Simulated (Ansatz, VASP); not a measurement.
**One calculation of WC, two programs**

The input INCAR:

```
PREC = Accurate
ENCUT = 520
EDIFF = 1E-7
ISMEAR = 0
SIGMA = 0.15
LREAL = F
LASPH = T
NELM = 100
ALGO = Normal
ISIF = 2
LWAVE = F
LCHARG = F
GGA = PS
NBANDS = 16
```

Contents of KPOINTS:

```
Automatic mesh
0
Gamma
  18 18 18
```

POSCAR

```
WC
1.0
    0.0000000000      2.2009065650      2.2009065650
    2.1926840000      0.0082225650      2.1926840000
    2.1926840000      2.1926840000      0.0082225650
W C
1 1
Direct
    0.0000000000      0.0000000000      0.0000000000
    0.5000000000      0.5000000000      0.5000000000
```

Input for Ansatz:

```yaml
crystal:
  lattice:
    - [0.0, 2.200906565, 2.200906565]
    - [2.192684, 0.008222565, 2.192684]
    - [2.192684, 2.192684, 0.008222565]
  atoms:
    - { symbol: W, position: [0.0, 0.0, 0.0] }
    - { symbol: C, position: [0.5, 0.5, 0.5] }
basis:
  ecutwfc: 420
kpoints:
  mp_grid: { grid: [18, 18, 18] }
hamiltonian:
  xc: pbesol
scf:
  occupations: { method: gaussian, width: 0.15 }
output:
  forces: true
  stress: true
  eigenvalues: true
  write_density: true
  write_potential: true
  elf: true
  volumetric_format: npy
```

Change from the starting cell: strain +0.0075 x Voigt [0, 0, 0, 1, 0, 0], atoms carried along.

Alike in both runs: task single point; functional PBEsol; k mesh 18 × 18 × 18; occupations gaussian, width 0.15 eV; no spin polarisation.

```csv
,VASP,Ansatz
version,VASP 6.6.1,Ansatz 0.2.0
potentials or method,"VASP PAW PBE potentials, release 64 (W_sv, C), cutoff 520 eV","scalar-relativistic, plane waves, PAW"
valence electrons in the cell,18,18
```

```tsv
	VASP	Ansatz	Ansatz less VASP
gap on the k mesh at the Fermi level (eV)	none	none	-
pressure (GPa)	-9.1	-10.1	-0.99
traceless stress, the component that is largest in VASP (GPa)	-1.11	-1.11	+0.001
```

VASP's potentials were made for PBE, not for PBEsol. A gap of «none» marks a metal or a gap that the smearing closes.

Spin-orbit coupling is off throughout.
